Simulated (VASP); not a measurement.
**BaTiO3: single point with PBE**

BaTiO3:

```xyz
5
Lattice="2.8277 1.6326 2.3873 -2.8277 1.6326 2.3873 0.0000 -3.2651 2.3873" Properties=species:S:1:pos:R:3 pbc="T T T"
Ba    0.0000    0.0000   -0.0368
Ti    0.0000    0.0000    3.4455
O     0.0000    1.6061    2.4955
O    -1.3909   -0.8031    2.4955
O     1.3909   -0.8031    2.4955
```

This cell differs from its parent crystal: z stretched by +3 %, then relaxed in part.

- Program: VASP 6.6.1
- Task: single point
- Functional: PBE
- Potentials or basis: VASP PAW PBE potentials, release 64 (Ba_sv, Ti_sv, O_h)
- Cutoff: 910 eV
- k mesh: 8 × 8 × 8
- Occupations: fermi-dirac, width 0.02 eV
- Spin: no spin polarisation

The pressure is 3.0 GPa, the largest force is 0.051 eV/Å and the band gap on the k mesh is 2.59 eV (least direct gap 3.04 eV).

Forces in eV/Å, atoms in the order of the input:
```
Ba   0.000  0.000  0.041
Ti   0.000  0.000  0.051
O    0.000  0.019 -0.031
O   -0.017 -0.010 -0.031
O    0.017 -0.010 -0.031
```

Stress tensor (GPa, compression positive):
```
 4.78  0.00  0.00
 0.00  4.78  0.00
 0.00  0.00 -0.69
```

Levels at points of the mesh, in eV from the valence-band top:
```
           k point  band 16  band 17  band 18  band 19  band 20  band 21  band 22  band 23  band 24  band 25
(0.00, 0.00, 0.00)    -1.38    -0.92    -0.74    -0.45    -0.45     2.59     2.59     2.84     4.57     4.57
(0.50, 0.00, 0.00)    -1.99    -1.62    -1.54    -1.07    -0.79     2.76     3.80     3.93     4.52     6.00
(0.50, 0.50, 0.00)    -2.57    -1.53    -0.92    -0.79    -0.07     3.87     3.91     4.18     4.97     7.58
(0.50, 0.50, 0.50)    -2.31    -2.31     0.00     0.00     0.00     4.26     4.44     4.44     6.40     6.40
```

Wall time 2.2 min on 1 thread of AMD EPYC 9R45 96-Core Processor (Zen 5), with other jobs on the host, peak memory 0.41 GiB.

Caveat: the cell differs from its parent crystal (z stretched by +3 %, then relaxed in part); the cutoff is under 1.25 times the usual one of these potentials, so pressure, stress and relaxed cells hold a basis-set (Pulay) error; spin-orbit coupling is left out, which moves the levels of the heavy elements. A k mesh can miss the band edges.
